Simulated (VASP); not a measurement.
Runs of VASP 6.6.1 on Mg2C. It takes space group Fm-3m (No. 225, cubic). Conventional cell: a = 5.422 Å, b = 5.422 Å, c = 5.422 Å, α = 90.00°, β = 90.00°, γ = 90.00°. Within 3.1 Å of C (site symmetry m-3m) lie 8 Mg at 2.35 Å. Mg (site symmetry -43m) has 4 C at 2.35 Å and 6 Mg at 2.71 Å within 3.1 Å. 

| level | potentials or basis | k mesh | smearing | gap on the mesh (eV) | pressure (GPa) |
| --- | --- | --- | --- | --- | --- |
| PBE | VASP PAW PBE potentials, release 64 (C, Mg) | 6 × 6 × 6, shifted | gaussian 0.01 eV | 1.12 | 1.8 |
| PBEsol | VASP PAW PBE potentials, release 64 (C, Mg) | 6 × 6 × 6 | gaussian 0.01 eV | 0.68 | 0.0 |
| PBE | VASP PAW PBE potentials, release 64 (C, Mg) | 6 × 6 × 6 | methfessel-paxton 0.5 eV | (c) | 1.7 |
| PBE | VASP PAW PBE potentials, release 64 (C, Mg) | 6 × 6 × 6 | fermi-dirac 0.2 eV | 0.74 | 1.7 |
| LDA | VASP PAW LDA potentials, release 64 (C, Mg) | 4 × 4 × 4 | gaussian 0.01 eV | 0.70 | (a) |
| LDA | VASP PAW LDA potentials, release 64 (C, Mg) | 6 × 6 × 6 | gaussian 0.01 eV | (b) | -4.1 |

Alike in all rows: task single point; no spin polarisation; cell as given; cutoff (eV) 600.

Question: Fill in the values left out.

Answer: (a) -4.3; (b) 0.75; (c) 0.73.

Caveats: some runs use coarse meshes; the PAW data sets were made with another functional, which shifts forces and pressure a little (some runs).

A k mesh can miss the band edges.
